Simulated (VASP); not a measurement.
Input of a VASP 6.6.1 run:

The input INCAR:

```
  ALGO = Fast
  EDIFF = 1E-6
  ENCUT = 520
  GGA = PE
  ISIF = 2
  ISMEAR = 0
  ISPIN = 2
  LASPH = T
  LCHARG = F
  LMAXMIX = 4
  LORBIT = 11
  LREAL = F
  LWAVE = F
  MAGMOM = 2
  NBANDS = 16
  NELM = 150
  PREC = Accurate
  SIGMA = 0.011
```

KPOINTS

```
k-points
0
Gamma
  12 12 12
```

The input POSCAR:

```
V
1.0
   -1.5143500000      1.5143500000      1.5143500000
    1.5143500000     -1.5143500000      1.5143500000
    1.5143500000      1.5143500000     -1.5143500000
V
1
Direct
    0.0000000000      0.0000000000      0.0000000000
```

Potentials or basis: VASP PAW PBE potentials, release 64 (V_sv).

Run with:

```console
$ cat potpaw_PBE.64/V_sv/POTCAR > POTCAR
$ mpirun -np 1 vasp_std > vasp.out
```

(1) Estimate the site moments.

(2) What does it give for the net moment?

Results:

(1) V +0.11 μB.

(2) 0.12 μB per cell.
